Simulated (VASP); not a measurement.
Set up this calculation in VASP 6.6.1, as the native input.

| Item | Value |
| --- | --- |
| Task | single point |
| Functional | PBE |
| Dispersion | D3(BJ) |
| Potentials or basis | VASP PAW PBE potentials, release 64 (W_sv, C, Al, Cl) |
| Cutoff | 520 eV |
| k mesh | 4 × 4 × 1 |
| Occupations | fermi-dirac, width 0.15 eV |
| Spin | no spin polarisation |
| Dipole correction | no |
| Further INCAR settings | LREAL = Auto; ALGO = Normal; EDIFF = 1e-07; NBANDS = 100 |

The structure of AlW8C8Cl3 lies in POSCAR:

```
AlW8C8Cl3
1.0
    5.7986000000      0.0000000000      0.0000000000
   -2.8993000000      5.0217350000      0.0000000000
    0.0000000000      0.0000000000     15.2471000000
W C Al Cl
8 8 1 3
Direct
    0.0000000000      0.0000000000      0.0655861770
    0.0003615810     -0.0014477068      0.2516502810
   -0.0000000498      0.4999999004      0.0655861770
   -0.0016128834      0.4999891472      0.2513521260
    0.5000000000      0.0000000000      0.0655861770
    0.5012268053     -0.0023382357      0.2521303723
    0.4999999502      0.4999999004      0.0655861770
    0.5046976027      0.5028325867      0.2511443488
    0.3343494899      0.1665577734      0.1534077956
    0.3436191749      0.1742507321      0.3325752438
    0.3325748832      0.6664393880      0.1520891842
    0.3349953697      0.6593440315      0.3295989401
    0.8325503510      0.1660081625      0.1513824268
    0.8365033813      0.1650055210      0.3246355045
    0.8336630514      0.6678227744      0.1523014868
    0.8309122351      0.6650980189      0.3336346584
   -0.0247640998      0.7574569347      0.4504561523
   -0.1885667152      0.7933335789      0.5695093493
    0.2249047679      0.5814157856      0.4737992799
    0.3738894743      1.1708855605      0.4479753527
```

These files were run (other wordings do the same):

INCAR

```
PREC     = Accurate       # precision mode
ENCUT    = 520            # plane-wave cutoff, eV
EDIFF    = 1E-7           # SCF threshold, eV
ISMEAR   = -1             # smearing method
SIGMA    = 0.15           # smearing width, eV
LREAL    = Auto         
LASPH    = T              # aspherical terms in the spheres
NELM     = 100            # most SCF steps
ALGO     = Normal         # electronic algorithm
ISIF     = 2              # what is computed and relaxed
LWAVE    = F              # write WAVECAR
LCHARG   = F              # write CHGCAR
GGA      = PE             # functional
IVDW     = 12             # dispersion correction
NBANDS   = 100            # bands
```

KPOINTS

```
regular mesh
0
Gamma
  4 4 1
```

Potentials or basis: VASP PAW PBE potentials, release 64 (W_sv, C, Al, Cl).

Launch:

```sh
$ cat potpaw_PBE.64/W_sv/POTCAR potpaw_PBE.64/C/POTCAR potpaw_PBE.64/Al/POTCAR potpaw_PBE.64/Cl/POTCAR > POTCAR
$ mpirun -np 1 vasp_std > vasp.out
```

It gave:

```json
{
 "Largest force": "0.153 eV/Å",
 "Band gap on the k mesh": "zero (bands 84 and 85 overlap by 0.77 eV)",
 "Dispersion energy per atom": "-0.295 eV"
}
```

Caveat: there is no dipole correction, which matters where the two faces differ; spin-orbit coupling is left out, which moves the levels of the heavy elements.

It took 14 min on 1 thread of Intel(R) Xeon(R) 6975P-C (Granite Rapids), on a shared host, peak memory 0.74 GiB.
